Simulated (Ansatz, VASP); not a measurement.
**Sn: VASP beside Ansatz**

Contents of INCAR:

```
SYSTEM = Sn
PREC = Accurate
ENCUT = 520
EDIFF = 1E-7
ISMEAR = 1
SIGMA = 0.6
LREAL = .False.
LASPH = .True.
NELM = 100
ALGO = Normal
ISIF = 2
LWAVE = .False.
LCHARG = .True.
GGA = PE
LELF = .True.
LVHAR = .True.
NBANDS = 21
```

The input KPOINTS:

```
regular mesh
0
Gamma
  8 8 8
  0 0 0
```

POSCAR

```
Sn
1.0
    0.0000000000      3.3289000152      3.3289000152
    3.3289000152      0.0000000000      3.3289000152
    3.3289000152      3.3289000152      0.0000000000
Sn
2
Direct
    0.5000000000      0.5000000000      0.5000000000
    0.7500000000      0.7500000000      0.7500000000
```

Input for Ansatz:

```yaml
crystal:
  lattice:
    - [0.0, 3.3289000152, 3.3289000152]
    - [3.3289000152, 0.0, 3.3289000152]
    - [3.3289000152, 3.3289000152, 0.0]
  atoms:
    - { symbol: Sn, position: [0.5, 0.5, 0.5] }
    - { symbol: Sn, position: [0.75, 0.75, 0.75] }
hamiltonian:
  xc: pbe
  pseudopotentials:
    kind: paw
    azcp:
      Sn: "pseudopotentials/Sn.paw.azcp"
basis:
  ecutwfc: 420
  fft_grid_basis: typed
kpoints:
  mp_grid: { grid: [8, 8, 8], shift: [0, 0, 0] }
magnetization:
  spin_polarized: false
scf:
  occupations: { method: methfessel_paxton, width: 0.6 }
  lower_state_search: "off"
output:
  stress: true
  write_density: true
  write_potential: true
  elf: true
  volumetric_format: npy
```

Alike in both runs: task single point; functional PBE; k mesh 8 × 8 × 8; occupations methfessel-paxton of order 1, width 0.6 eV; no spin polarisation.

|  | VASP | Ansatz |
| --- | --- | --- |
| version | VASP 6.6.1 | Ansatz 0.2.0 |
| potentials or method | VASP PAW PBE potentials, release 64 (Sn_d), cutoff 520 eV | plane waves (420 eV) with PAW, scalar-relativistic |
| valence electrons in the cell | 28 | 28 |

Ansatz gave:

- pressure (GPa): 0.0

**Question.** Estimate VASP's values.

**Answer.** Pressure (GPa): -0.1.
